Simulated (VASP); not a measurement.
The system is Re.

```
Re
1.0
     0.00000    1.94500    1.94500
     1.94500    0.00000    1.94500
     1.94500    1.94500    0.00000
Re
1
Direct
  0.00000 0.00000 0.00000
```

This isn't the form of Re at room conditions, which is hcp.

```yaml
Program: VASP 6.6.1
Task: relaxation of cell and atoms
Functional: LDA
Potentials_or_basis: VASP PAW LDA potentials, release 64 (Re)
Cutoff: 600 eV
k_mesh: 10 × 10 × 10
Occupations: gaussian, width 0.05 eV
Spin: no spin polarisation
```

At the start: pressure -7.5 GPa; volume 14.72 Å³/atom.

**Question.** Where does the relaxation end?

**Answer.** Over 4 steps the energy falls by 6.5 meV/atom and the volume is 14.44 Å³/atom (-1.9 %); space group Fm-3m (No. 225, to 0.1 Å) before and after.

Step by step:
```tsv
step	energy change (eV)	largest force (eV/Å)	pressure (GPa)	volume (Å³)
1	0.0000	0.0000	-7.46	14.72
2	0.1283	0.0000	40.92	13.30
3	-0.0065	0.0000	-0.30	14.45
4	-0.0065	0.0000	-0.05	14.44
```

Final structure:
```xyz
1
Lattice="0.0000 1.9329 1.9329 1.9329 0.0000 1.9329 1.9329 1.9329 0.0000" Properties=species:S:1:pos:R:3 pbc="T T T"
Re    0.0000    1.9329    1.9329
```
